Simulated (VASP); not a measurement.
Set up this calculation in VASP 6.6.1, as the native input.

* Task: single point
* Functional: PBEsol
* Potentials or basis: VASP PAW PBE potentials, release 64 (Co, Si)
* Cutoff: 520 eV
* k mesh: 10 × 10 × 8
* Occupations: gaussian, width 0.05 eV
* Spin: collinear spin, ferromagnetic start
* Starting moments: [1.5, 0.0, 0.0] μB
* Dipole correction: no
* Further INCAR settings: ALGO = Normal; EDIFF = 1e-06; NBANDS = 20

The structure of CoSi2 lies in POSCAR:

```
CoSi2
1.0
    4.1111230054      0.0000000000      0.0000000000
   -2.0555615027      3.5603369608      0.0000000000
    0.0000000000      0.0000000000      2.4908578885
Co Si
1 2
Direct
    0.0000000000      0.0000000000      0.0000000000
    0.3333333333      0.6666666667      0.5000000000
    0.6666666667      0.3333333333      0.5000000000
```

These files were run (other wordings do the same):

INCAR

```
SYSTEM = CoSi2
PREC = Accurate
ENCUT = 520
EDIFF = 1E-6
ISMEAR = 0
SIGMA = 0.05
LREAL = .FALSE.
LASPH = .TRUE.
NELM = 150
ALGO = Normal
ISIF = 2
LWAVE = .FALSE.
LCHARG = .FALSE.
ISPIN = 2
MAGMOM = 1.5 0 0
LORBIT = 11
LMAXMIX = 4
GGA = PS
NBANDS = 20
```

KPOINTS

```
regular mesh
0
G
  10 10 8
  0 0 0
```

Potentials or basis: VASP PAW PBE potentials, release 64 (Co, Si).

Command:

```sh
$ cat potpaw_PBE.64/Co/POTCAR potpaw_PBE.64/Si/POTCAR > POTCAR
$ mpirun -np 1 vasp_std > vasp.out
```

It gave:

```yaml
Pressure: 0.5 GPa
Net_moment: 0.67 μB per cell
Site_moments: Co +0.58; Si +0.03 μB
Valence_electrons_inside_the_program's_atomic_spheres: Co 8.26; Si 1.63
```

Caveat: the PAW data sets were made with another functional, which shifts forces and pressure a little.

It took 48 s on 1 thread of Intel(R) Xeon(R) Platinum 8488C (Sapphire Rapids), on a shared host, peak memory 0.22 GiB.
